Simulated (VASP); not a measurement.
# TaN (Fm-3m) in VASP: notebook, part 3 of 3

VASP 6.6.1. The steps go on from the part before.

## Step 4: Single point, PBE

This run uses another cell than the first one, of 10.81 Å³/atom, 0.994 times its volume.

Contents of INCAR:

```
SYSTEM = TaN
ALGO = Normal ; EDIFF = 1E-7
ENCUT = 520 ; GGA = PE
ISIF = 2 ; ISMEAR = 0
LASPH = .True. ; LCHARG = .False.
LREAL = .False. ; LWAVE = .False.
NBANDS = 15 ; NELM = 60
PREC = Accurate ; SIGMA = 0.012
```

Contents of KPOINTS:

```
k-points
0
Gamma
  10 10 10
  0 0 0
```

Contents of POSCAR:

```
TaN
1.0
    0.0000000000      2.2113230000      2.2113230000
    2.2113230000      0.0000000000      2.2113230000
    2.2113230000      2.2113230000      0.0000000000
Ta N
1 1
Direct
    0.5000000000      0.5000000000      0.5000000000
    0.0000000000      0.0000000000      0.0000000000
```

Potentials or basis: VASP PAW PBE potentials, release 64 (Ta_pv, N).

Started as:

```bash
$ cat potpaw_PBE.64/Ta_pv/POTCAR potpaw_PBE.64/N/POTCAR > POTCAR
$ mpirun -np 1 vasp_std > vasp.out
```

OUTCAR:

```text
SYSTEM = TaN
   EDIFF = 1E-7
   ENCUT = 520
   GGA = PE
   ISIF = 2
   ISMEAR = 0
   LASPH = .True.
   LREAL = .False.
   NELM = 60
   PREC = Accurate

 ion  position               nearest neighbor table
   1  0.500  0.500  0.500-   2 2.21   2 2.21   2 2.21   2 2.21   2 2.21   2 2.21
   2  0.000  0.000  0.000-   1 2.21   1 2.21   1 2.21   1 2.21   1 2.21   1 2.21

  LATTYP: Found a face centered cubic cell.
 ALAT       =     4.4226460000

  Lattice vectors:

 A1 = (   0.0000000000,   2.2113230000,   2.2113230000)
 A2 = (   2.2113230000,   0.0000000000,   2.2113230000)
 A3 = (   2.2113230000,   2.2113230000,   0.0000000000)

Analysis of symmetry for initial positions (statically):
=====================================================================
 Subroutine PRICEL returns:
 Original cell was already a primitive cell.

 Routine SETGRP: Setting up the symmetry group for a
 face centered cubic supercell.

 Subroutine GETGRP returns: Found 48 space group operations
 (whereof 48 operations were pure point group operations)
 out of a pool of 48 trial point group operations.

The static configuration has the point symmetry O_h .

Analysis of symmetry for dynamics (positions and initial velocities):
=====================================================================
 Subroutine PRICEL returns:
 Original cell was already a primitive cell.

 Routine SETGRP: Setting up the symmetry group for a
 face centered cubic supercell.

 Subroutine GETGRP returns: Found 48 space group operations
 (whereof 48 operations were pure point group operations)
 out of a pool of 48 trial point group operations.

The dynamic configuration has the point symmetry O_h .

 Subroutine INISYM returns: Found 48 space group operations
 (whereof 48 operations are pure point group operations),
 and found     1 'primitive' translations

----------------------------------------------------------------------------------------

                                     Primitive cell

  volume of cell :      21.6265

  direct lattice vectors                    reciprocal lattice vectors
     0.000000000  2.211323000  2.211323000    -0.226108985  0.226108985  0.226108985
     2.211323000  0.000000000  2.211323000     0.226108985 -0.226108985  0.226108985
     2.211323000  2.211323000  0.000000000     0.226108985  0.226108985 -0.226108985

  length of vectors
     3.127282977  3.127282977  3.127282977     0.391632251  0.391632251  0.391632251

  position of ions in fractional coordinates (direct lattice)
     0.500000000  0.500000000  0.500000000
     0.000000000  0.000000000  0.000000000

  ion indices of the primitive-cell ions
   primitive index   ion index
                 1           1
                 2           2

----------------------------------------------------------------------------------------

 KPOINTS: k-points

Automatic generation of k-mesh.
 Grid dimensions read from file:
 generate k-points for:   10   10   10

 Generating k-lattice:

  Cartesian coordinates                     Fractional coordinates (reciprocal lattice)
[... 39 lines left out ...]
  0.300000  0.300000  0.000000      6.000000
  0.400000  0.300000  0.000000     24.000000
 [... further k-points ...]
   k-points           NKPTS =     47   k-points in BZ     NKDIM =     47   number of bands    NBANDS=     15
   number of dos      NEDOS =    301   number of ions     NIONS =      2
   total plane-waves  NPLWV =  13824
   dimension x,y,z NGX =    24 NGY =   24 NGZ =   24
   dimension x,y,z NGXF=    48 NGYF=   48 NGZF=   48
   ions per type =               1   1
   NGX,Y,Z   is equivalent  to a cutoff of  12.76, 12.76, 12.76 a.u.
   NGXF,Y,Z  is equivalent  to a cutoff of  25.52, 25.52, 25.52 a.u.
 SYSTEM =  TaN
   PREC   = accura    normal or accurate (medium, high low for compatibility)
   ISTART =      0    job   : 0-new  1-cont  2-samecut
   ICHARG =      2    charge: 1-file 2-atom 10-const
   ISPIN  =      1    spin polarized calculation?
   LNONCOLLINEAR =      F non collinear calculations
   LSORBIT =      F    spin-orbit coupling
   LASPH  =      T    aspherical Exc in radial PAW
   ENCUT  =  520.0 eV  38.22 Ry    6.18 a.u.   5.81  5.81  5.81*2*pi/ulx,y,z
   NELM   =     60;   NELMIN=  2; NELMDL= -5     # of ELM steps
   EDIFF  = 0.1E-06   stopping-criterion for ELM
   LREAL  =      F    real-space projection
   EDIFFG = 0.1E-05   stopping-criterion for IOM
   NSW    =      0    number of steps for IOM
   IBRION =     -1    ionic relax: 0-MD 1-quasi-New 2-CG
   NFREE  =      0    steps in history (QN), initial steepest desc. (CG)
   ISIF   =      2    stress and relaxation
   ISYM   =      2    0-nonsym 1-usesym 2-fastsym
   POTIM  = 0.5000    time-step for ionic-motion
   TEBEG  =    0.0;   TEEND  =   0.0 temperature during run
   PSTRESS=    0.0 pullay stress
   NELECT =      16.0000    total number of electrons
   NUPDOWN=      -1.0000    fix difference up-down
   EMIN   =  10.00;   EMAX   =-10.00  energy-range for DOS
   EFERMI =   0.00;   METHOD = LEGACY
   ISMEAR =     0;   SIGMA  =   0.01  broadening in eV -4-tet -1-fermi 0-gaus
   EFERMI_NEDOS =   21; number of points for ismear=-14 and -15
   IALGO  =     38    algorithm
   IMIX   =      4    mixing-type and parameters
     AMIX     =   0.40;   BMIX     =  1.00
     AMIX_MAG =   1.60;   BMIX_MAG =  1.00
  volume/ion in A,a.u.               =      10.81        72.97
  Fermi-wavevector in a.u.,A,eV,Ry     =   1.480651  2.798024 29.828417  2.192327
  Thomas-Fermi vector in A             =   2.594659
   LORBIT       =      0    0 simple, 1 ext, 2 COOP (PROOUT), +10 PAW based schemes
   GGA     = PE    functional components
   LHFCALC =     F    Hartree Fock is set to
   AEXX    =    0.0000 exact exchange contribution
   IVDW    =     0    specifies the selected vdW correction
   LEPSILON=     F    determine dielectric tensor
   LRPA    =     F    only Hartree local field effects (RPA)
 non-spin polarized calculation
 Gauss-broadening in eV      SIGMA  =   0.01
  energy-cutoff  :      520.00
  volume of cell :       21.63
 maximum number of plane-waves:       592
   NGX = 11   NGY = 11   NGZ = 11

 number of electron      16.0000003 magnetization

 Free energy of the ion-electron system (eV)
  ---------------------------------------------------
  ext. energy  EPLUGINS =         0.00000000
  ---------------------------------------------------
  free energy    TOTEN  =       -21.83864958 eV

  energy without entropy =      -21.83837194  energy(sigma->0) =      -21.83851076

 E-fermi :   9.4122     XC(G=0): -13.3448

 val. band max:        9.4079311394   @ k =   0.0000   0.0000   0.0000
 cond. band min:       9.4175740605   @ k =  -0.3000   0.3000   0.1000
 fundamental gap:      0.0096429211
 Fermi energy:         9.4121888873

 k-point     1 :       0.0000    0.0000    0.0000
  band No.  band energies     occupation
      1     -26.4707      2.00000
      2     -26.4707      2.00000
      3     -26.4707      2.00000
      4      -9.3587      2.00000
      5       5.5906      2.00000
      6       5.5906      2.00000
      7       5.5906      2.00000
      8       7.2894      2.00000
      9       7.2894      2.00000
     10       7.2894      2.00000
     11       9.4079      1.38426
     12       9.4079      1.38418
     13      10.7342      0.00000
     14      18.7518      0.00000
[... 401 lines left out ...]
      2     -26.6975      2.00000
      3     -26.6736      2.00000
      4      -7.8290      2.00000
      5       1.4937      2.00000
      6       3.5494      2.00000
      7       4.2154      2.00000
      8       5.5545      2.00000
      9      11.4692      0.00000
     10      12.1977      0.00000
     11      12.2765      0.00000
     12      13.0967      0.00000
     13      17.5754      0.00000
     14      19.8463      0.00000
     15      21.6693      0.00000

 [... further k-points ...]

------------------------ aborting loop because EDIFF is reached ----------------------------------------

  FORCE on cell =-STRESS in cart. coord.  units (eV):
  Direction    XX          YY          ZZ          XY          YZ          ZX
  --------------------------------------------------------------------------------------
  -------------------------------------------------------------------------------------
  Total       -0.0809057     -0.0809057     -0.0809057      0.0000000      0.0000000      0.0000000
  in kB       -5.9938156     -5.9938156     -5.9938156      0.0000000      0.0000000      0.0000000
  external PRESSURE =      -5.9938156 kB  Pullay stress =       0.0000000 kB

 VOLUME and BASIS-vectors are now :
 -----------------------------------------------------------------------------
  energy-cutoff  :      520.00
  volume of cell :       21.63
      direct lattice vectors                 reciprocal lattice vectors
     0.000000000  2.211323000  2.211323000    -0.226108985  0.226108985  0.226108985
     2.211323000  0.000000000  2.211323000     0.226108985 -0.226108985  0.226108985
     2.211323000  2.211323000  0.000000000     0.226108985  0.226108985 -0.226108985

 POSITION                                       TOTAL-FORCE (eV/Angst)
 -----------------------------------------------------------------------------------
      2.21132      2.21132      2.21132        -0.000000      0.000000      0.000000
      0.00000      0.00000      0.00000         0.000000     -0.000000     -0.000000
 -----------------------------------------------------------------------------------
    total drift:                                0.000000     -0.000000     -0.000000

  FREE ENERGIE OF THE ION-ELECTRON SYSTEM (eV)
  ---------------------------------------------------
  free  energy   TOTEN  =       -21.8386495795 eV

  energy  without entropy=      -21.8383719449  energy(sigma->0) =      -21.83851076
```

stdout:

```text
POSCAR found type information on POSCAR TaN
 POSCAR found :  2 types and       2 ions
 scaLAPACK will be used
 LDA part: xc-table for (Slater+PW92), standard interpolation
 POSCAR, INCAR and KPOINTS ok, starting setup
 FFT: planning ... GRIDC
 FFT: planning ... GRID_SOFT
 FFT: planning ... GRID
 WAVECAR not read
 entering main loop
```

Wall time 16 s (1 thread of Intel Xeon 8259CL, shared host); peak memory 0.15 GiB.

What came out:

| Item | Value |
| --- | --- |
| Free energy | -21.8386 eV |
| Pressure | -0.6 GPa |
| Band gap on the k mesh | zero (band 8 reaches 11.20 eV, above the bottom of band 9 at 7.29 eV) |

Levels at points of the mesh, in eV from the Fermi level:
```
           k point  band 6  band 7  band 8  band 9  band 10  band 11
(0.00, 0.00, 0.00)   -3.82   -3.82   -2.12   -2.12    -2.12     0.00
(0.50, 0.00, 0.00)   -7.51   -7.51    1.78    1.78     1.88     3.71
(0.50, 0.50, 0.00)   -5.41   -4.65   -4.65    2.00     3.38     3.38
```

Caveat: spin-orbit coupling is left out, which moves the levels of the heavy elements.

## Step 5: Overview

```csv
level,cell,smearing,gap on the mesh (eV),pressure (GPa)
revPBE,"a = 3.134 Å, angles 60.0°, 2 atoms",fermi-dirac 0.05 eV,none,0.7
BLYP,"a = 3.127 Å, angles 60.0°, 2 atoms",fermi-dirac 0.05 eV,none,12.3
PBE,"a = 3.127 Å, angles 60.0°, 2 atoms",gaussian 0.012 eV,none,-0.6
```

Alike in all rows: task single point; potentials or basis VASP PAW PBE potentials, release 64 (Ta_pv, N); no spin polarisation; k mesh 10 × 10 × 10; cutoff (eV) 520.

Caveats: spin-orbit coupling is left out, which moves the levels of the heavy elements; the PAW data sets were made with another functional, which shifts forces and pressure a little (some runs).

Absolute energies hang on the potentials; compare differences alone.
